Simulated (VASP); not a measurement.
# Ni3Ge (Pm-3m) in VASP: single point with r2SCAN

Aim: the single point of Ni3Ge with r2SCAN.

Everything below comes from runs of VASP 6.6.1. Logs are shortened: lines on timing, memory, paths and dates and some standing lists are left out, and cuts for length are marked.

### Step 1. The cell of the first run

It takes space group Pm-3m (No. 221, cubic). Conventional cell: a = 3.530 Å, b = 3.530 Å, c = 3.530 Å, α = 90.00°, β = 90.00°, γ = 90.00°. Ni (site symmetry 4/mmm) has 8 Ni at 2.50 Å and 4 Ge at 2.50 Å within 3.3 Å. Within 3.3 Å of Ge (site symmetry m-3m) lie 12 Ni at 2.50 Å.

### Step 2. Single point, r2SCAN, collinear spin, ferromagnetic start

POSCAR

```
Ni3Ge
1.0
    3.5303340000      0.0000000000      0.0000000000
    0.0000000000      3.5303340000      0.0000000000
    0.0000000000      0.0000000000      3.5303340000
Ni Ge
3 1
Direct
    0.5000000000      0.0000000000      0.5000000000
    0.0000000000      0.5000000000      0.5000000000
    0.5000000000      0.5000000000      0.0000000000
    0.0000000000      0.0000000000      0.0000000000
```

INCAR.step1

```
SYSTEM = Ni3Ge
  PREC = Accurate
  ENCUT = 520
  ISMEAR = 1
  SIGMA = 0.15
  LREAL = .False.
  LASPH = .True.
  NELM = 150
  ISPIN = 2
  MAGMOM = 1 1 1 0
  LMAXMIX = 4
  NBANDS = 34
  GGA = PE
  ALGO = Normal
  EDIFF = 1E-4
  LWAVE = .True.
  LCHARG = .False.
```

INCAR.step2

```
SYSTEM = Ni3Ge
  PREC = Accurate
  ENCUT = 520
  EDIFF = 1E-6
  ISMEAR = 1
  SIGMA = 0.15
  LREAL = .False.
  LASPH = .True.
  NELM = 150
  ALGO = Normal
  ISIF = 2
  LWAVE = .False.
  LCHARG = .False.
  ISPIN = 2
  MAGMOM = 1 1 1 0
  LORBIT = 11
  LMAXMIX = 4
  METAGGA = R2SCAN
  LMIXTAU = .True.
  NBANDS = 34
  ISTART = 1
```

KPOINTS

```
regular mesh
0
Gamma
  6 6 6
  0 0 0
```

Potentials or basis: VASP PAW PBE potentials, release 64 (Ni, Ge_d).

Command:

```bash
$ cat potpaw_PBE.64/Ni/POTCAR potpaw_PBE.64/Ge_d/POTCAR > POTCAR
$ cp INCAR.step1 INCAR
$ mpirun -np 1 vasp_std > vasp.out
$ cp INCAR.step2 INCAR
$ mpirun -np 1 vasp_std > vasp.out
```

OUTCAR:

```text
SYSTEM = Ni3Ge
   PREC = Accurate
   ENCUT = 520
   EDIFF = 1E-6
   ISMEAR = 1
   LREAL = .False.
   LASPH = .True.
   NELM = 150
   ISIF = 2
   ISPIN = 2
   LORBIT = 11
   METAGGA = R2SCAN
   ISTART = 1

 ion  position               nearest neighbor table
   1  0.500  0.000  0.500-   2 2.50   3 2.50   4 2.50   3 2.50   4 2.50   2 2.50   3 2.50   3 2.50
                             2 2.50   4 2.50   4 2.50   2 2.50
   2  0.000  0.500  0.500-   1 2.50   3 2.50   4 2.50   3 2.50   4 2.50   1 2.50   4 2.50   4 2.50
                             1 2.50   3 2.50   3 2.50   1 2.50
   3  0.500  0.500  0.000-   1 2.50   2 2.50   4 2.50   1 2.50   2 2.50   1 2.50   4 2.50   1 2.50
                             2 2.50   4 2.50   2 2.50   4 2.50
   4  0.000  0.000  0.000-   1 2.50   2 2.50   3 2.50   1 2.50   2 2.50   2 2.50   3 2.50   2 2.50
                             1 2.50   3 2.50   1 2.50   3 2.50

  LATTYP: Found a simple cubic cell.
 ALAT       =     3.5303340000

  Lattice vectors:

 A1 = (   3.5303340000,   0.0000000000,   0.0000000000)
 A2 = (   0.0000000000,   3.5303340000,   0.0000000000)
 A3 = (   0.0000000000,   0.0000000000,   3.5303340000)

Analysis of symmetry for initial positions (statically):
=====================================================================
 Subroutine PRICEL returns:
 Original cell was already a primitive cell.

 Routine SETGRP: Setting up the symmetry group for a
 simple cubic supercell.

 Subroutine GETGRP returns: Found 48 space group operations
 (whereof 48 operations were pure point group operations)
 out of a pool of 48 trial point group operations.

The static configuration has the point symmetry O_h .

Analysis of symmetry for dynamics (positions and initial velocities):
=====================================================================
 Subroutine PRICEL returns:
 Original cell was already a primitive cell.

 Routine SETGRP: Setting up the symmetry group for a
 simple cubic supercell.

 Subroutine GETGRP returns: Found 48 space group operations
 (whereof 48 operations were pure point group operations)
 out of a pool of 48 trial point group operations.

The dynamic configuration has the point symmetry O_h .

Analysis of structural, dynamic, and magnetic symmetry:
=====================================================================
 Subroutine PRICEL returns:
 Original cell was already a primitive cell.

 Routine SETGRP: Setting up the symmetry group for a
 simple cubic supercell.

 Subroutine GETGRP returns: Found 48 space group operations
 (whereof 48 operations were pure point group operations)
 out of a pool of 48 trial point group operations.

The overall configuration has the point symmetry O_h .

 Subroutine INISYM returns: Found 48 space group operations
 (whereof 48 operations are pure point group operations),
 and found     1 'primitive' translations

----------------------------------------------------------------------------------------

                                     Primitive cell

  volume of cell :      43.9995

  direct lattice vectors                    reciprocal lattice vectors
     3.530334000  0.000000000  0.000000000     0.283259318  0.000000000  0.000000000
     0.000000000  3.530334000  0.000000000     0.000000000  0.283259318  0.000000000
     0.000000000  0.000000000  3.530334000     0.000000000  0.000000000  0.283259318

  length of vectors
     3.530334000  3.530334000  3.530334000     0.283259318  0.283259318  0.283259318

  position of ions in fractional coordinates (direct lattice)
     0.500000000  0.000000000  0.500000000
     0.000000000  0.500000000  0.500000000
     0.500000000  0.500000000  0.000000000
     0.000000000  0.000000000  0.000000000

  ion indices of the primitive-cell ions
   primitive index   ion index
                 1           1
                 2           2
                 3           3
                 4           4

----------------------------------------------------------------------------------------

 KPOINTS: regular mesh

Automatic generation of k-mesh.
 Grid dimensions read from file:
 generate k-points for:    6    6    6

 Generating k-lattice:

  Cartesian coordinates                     Fractional coordinates (reciprocal lattice)
     0.047209886  0.000000000  0.000000000     0.166666667  0.000000000  0.000000000
     0.000000000  0.047209886  0.000000000     0.000000000  0.166666667  0.000000000
     0.000000000  0.000000000  0.047209886     0.000000000  0.000000000  0.166666667

  Length of vectors
     0.047209886  0.047209886  0.047209886

  Shift w.r.t. Gamma in fractional coordinates (k-lattice)
     0.000000000  0.000000000  0.000000000

 Subroutine IBZKPT returns following result:
 ===========================================

 Found     20 irreducible k-points:

 Following reciprocal coordinates:
            Coordinates               Weight
  0.000000  0.000000  0.000000      1.000000
  0.166667  0.000000  0.000000      6.000000
  0.333333  0.000000  0.000000      6.000000
  0.500000  0.000000  0.000000      3.000000
  0.166667  0.166667  0.000000     12.000000
  0.333333  0.166667  0.000000     24.000000
[... 12 lines left out ...]
  0.500000  0.500000  0.333333      6.000000
  0.500000  0.500000  0.500000      1.000000
   k-points           NKPTS =     20   k-points in BZ     NKDIM =     20   number of bands    NBANDS=     34
   number of dos      NEDOS =    301   number of ions     NIONS =      4
   total plane-waves  NPLWV =  21952
   dimension x,y,z NGX =    28 NGY =   28 NGZ =   28
   dimension x,y,z NGXF=    56 NGYF=   56 NGZF=   56
   ions per type =               3   1
   NGX,Y,Z   is equivalent  to a cutoff of  13.19, 13.19, 13.19 a.u.
   NGXF,Y,Z  is equivalent  to a cutoff of  26.37, 26.37, 26.37 a.u.
 SYSTEM =  Ni3Ge
   PREC   = accura    normal or accurate (medium, high low for compatibility)
   ISTART =      1    job   : 0-new  1-cont  2-samecut
   ICHARG =      0    charge: 1-file 2-atom 10-const
   ISPIN  =      2    spin polarized calculation?
   LNONCOLLINEAR =      F non collinear calculations
   LSORBIT =      F    spin-orbit coupling
   LASPH  =      T    aspherical Exc in radial PAW
   ENCUT  =  520.0 eV  38.22 Ry    6.18 a.u.   6.56  6.56  6.56*2*pi/ulx,y,z
   NELM   =    150;   NELMIN=  2; NELMDL=  0     # of ELM steps
   EDIFF  = 0.1E-05   stopping-criterion for ELM
   LREAL  =      F    real-space projection
   EDIFFG = 0.1E-04   stopping-criterion for IOM
   NSW    =      0    number of steps for IOM
   IBRION =     -1    ionic relax: 0-MD 1-quasi-New 2-CG
   NFREE  =      0    steps in history (QN), initial steepest desc. (CG)
   ISIF   =      2    stress and relaxation
   ISYM   =      2    0-nonsym 1-usesym 2-fastsym
   POTIM  = 0.5000    time-step for ionic-motion
   TEBEG  =    0.0;   TEEND  =   0.0 temperature during run
   PSTRESS=    0.0 pullay stress
   NELECT =      44.0000    total number of electrons
   NUPDOWN=      -1.0000    fix difference up-down
   EMIN   =  10.00;   EMAX   =-10.00  energy-range for DOS
   EFERMI =   0.00;   METHOD = LEGACY
   ISMEAR =     1;   SIGMA  =   0.15  broadening in eV -4-tet -1-fermi 0-gaus
   EFERMI_NEDOS =   21; number of points for ismear=-14 and -15
   IALGO  =     38    algorithm
   IMIX   =      4    mixing-type and parameters
     AMIX     =   0.40;   BMIX     =  1.00
     AMIX_MAG =   1.60;   BMIX_MAG =  1.00
  volume/ion in A,a.u.               =      11.00        74.23
  Fermi-wavevector in a.u.,A,eV,Ry     =   1.637105  3.093680 36.465158  2.680114
  Thomas-Fermi vector in A             =   2.728300
   LORBIT       =     11    0 simple, 1 ext, 2 COOP (PROOUT), +10 PAW based schemes
   METAGGA = R2SCAN    functional components
   LHFCALC =     F    Hartree Fock is set to
   AEXX    =    0.0000 exact exchange contribution
   IVDW    =     0    specifies the selected vdW correction
   LEPSILON=     F    determine dielectric tensor
   LRPA    =     F    only Hartree local field effects (RPA)
 spin polarized calculation
 Methfessel and Paxton  Order N= 1 SIGMA  =   0.15
  energy-cutoff  :      520.00
  volume of cell :       44.00
 maximum number of plane-waves:      1213
 NGX is ok and might be reduce to    28
   NGX = 13   NGY = 13   NGZ = 13

 number of electron      43.9999972 magnetization      -0.0003805

 Free energy of the ion-electron system (eV)
  ---------------------------------------------------
  ext. energy  EPLUGINS =         0.00000000
  ---------------------------------------------------
  free energy    TOTEN  =       -50.74583560 eV

  energy without entropy =      -50.75025947  energy(sigma->0) =      -50.74731022

 E-fermi :  10.1717     XC(G=0): -14.7516

 val. band max:       10.1417192572   @ k =   0.5000   0.5000   0.3333
 cond. band min:      10.2200143101   @ k =   0.0000   0.0000   0.0000
 fundamental gap:      0.0782950529
 Fermi energy:        10.1716644122

 spin component 1

 k-point     1 :       0.0000    0.0000    0.0000
  band No.  band energies     occupation
      1     -15.2507      1.00000
      2     -15.2507      1.00000
      3     -15.2359      1.00000
      4     -15.2359      1.00000
      5     -15.2359      1.00000
      6      -2.8918      1.00000
[... 26 lines left out ...]
     33      24.4496      0.00000
     34      26.9592      0.00000

 k-point     2 :       0.1667    0.0000    0.0000
  band No.  band energies     occupation
      1     -15.2495      1.00000
      2     -15.2437      1.00000
      3     -15.2361      1.00000
      4     -15.2361      1.00000
      5     -15.2356      1.00000
      6      -2.5667      1.00000
[... 26 lines left out ...]
     33      23.7943      0.00000
     34      26.9952      0.00000
[... 627 lines left out ...]
     33      29.7551      0.00000
     34      30.1395      0.00000

 k-point    20 :       0.5000    0.5000    0.5000
  band No.  band energies     occupation
      1     -15.2498      1.00000
      2     -15.2498      1.00000
      3     -15.2498      1.00000
      4     -15.2088      1.00000
      5     -15.2088      1.00000
      6       0.8443      1.00000
[... 26 lines left out ...]
     33      31.8114      0.00000
     34      31.8116      0.00000
 Fermi energy:        10.1716644122

 spin component 2

 k-point     1 :       0.0000    0.0000    0.0000
  band No.  band energies     occupation
      1     -15.2507      1.00000
      2     -15.2507      1.00000
      3     -15.2359      1.00000
      4     -15.2359      1.00000
      5     -15.2359      1.00000
      6      -2.8918      1.00000
[... 26 lines left out ...]
     33      24.4496      0.00000
     34      26.9592      0.00000

 k-point     2 :       0.1667    0.0000    0.0000
  band No.  band energies     occupation
      1     -15.2495      1.00000
      2     -15.2437      1.00000
      3     -15.2361      1.00000
      4     -15.2361      1.00000
      5     -15.2356      1.00000
      6      -2.5666      1.00000
[... 26 lines left out ...]
     33      23.7944      0.00000
     34      26.9952      0.00000
[... 627 lines left out ...]
     33      29.7552      0.00000
     34      30.1395      0.00000

 k-point    20 :       0.5000    0.5000    0.5000
  band No.  band energies     occupation
      1     -15.2498      1.00000
      2     -15.2498      1.00000
      3     -15.2498      1.00000
      4     -15.2088      1.00000
      5     -15.2088      1.00000
      6       0.8443      1.00000
[... 26 lines left out ...]
     33      31.8113      0.00000
     34      31.8116      0.00000

------------------------ aborting loop because EDIFF is reached ----------------------------------------

  FORCE on cell =-STRESS in cart. coord.  units (eV):
  Direction    XX          YY          ZZ          XY          YZ          ZX
  --------------------------------------------------------------------------------------
  -------------------------------------------------------------------------------------
  Total        0.2085892      0.2085892      0.2085892     -0.0000000      0.0000000      0.0000000
  in kB        7.5954764      7.5954764      7.5954764     -0.0000000      0.0000000      0.0000000
  external PRESSURE =       7.5954764 kB  Pullay stress =       0.0000000 kB

 VOLUME and BASIS-vectors are now :
 -----------------------------------------------------------------------------
  energy-cutoff  :      520.00
  volume of cell :       44.00
      direct lattice vectors                 reciprocal lattice vectors
     3.530334000  0.000000000  0.000000000     0.283259318  0.000000000  0.000000000
     0.000000000  3.530334000  0.000000000     0.000000000  0.283259318  0.000000000
     0.000000000  0.000000000  3.530334000     0.000000000  0.000000000  0.283259318

 POSITION                                       TOTAL-FORCE (eV/Angst)
 -----------------------------------------------------------------------------------
      1.76517      0.00000      1.76517         0.000000      0.000000      0.000000
      0.00000      1.76517      1.76517         0.000000      0.000000      0.000000
      1.76517      1.76517      0.00000         0.000000      0.000000      0.000000
      0.00000      0.00000      0.00000         0.000000      0.000000      0.000000
 -----------------------------------------------------------------------------------
    total drift:                                0.000000      0.000000      0.000000

  FREE ENERGIE OF THE ION-ELECTRON SYSTEM (eV)
  ---------------------------------------------------
  free  energy   TOTEN  =       -50.7458356018 eV

  energy  without entropy=      -50.7502594713  energy(sigma->0) =      -50.74731022

 total charge

# of ion       s       p       d       tot
------------------------------------------
    1        0.484   0.560   8.445   9.489
    2        0.484   0.560   8.445   9.489
    3        0.484   0.560   8.445   9.489
    4        1.071   1.261  10.145  12.477
--------------------------------------------------
tot          2.522   2.941  35.480  40.944

 magnetization (x)

# of ion       s       p       d       tot
------------------------------------------
    1        0.000   0.000  -0.000  -0.000
    2        0.000   0.000  -0.000  -0.000
    3        0.000   0.000  -0.000  -0.000
    4        0.000   0.000   0.000   0.000
--------------------------------------------------
tot          0.000   0.000  -0.000  -0.000
```

Run time: 2.5 min. Hardware: 1 thread of AMD EPYC 9R45 (Zen 5), shared host; peak memory 0.18 GiB.

What came out:

| Item | Value |
| --- | --- |
| Free energy | -50.7458 eV |
| Pressure | 0.8 GPa |
| Band gap on the k mesh | zero (filled and empty bands overlap) |
| Net moment | 0.00 μB per cell |
| Valence electrons inside the program's atomic spheres | Ni 9.49; Ge 12.48 |

Caveat: the PAW data sets were made with another functional, which shifts forces and pressure a little.
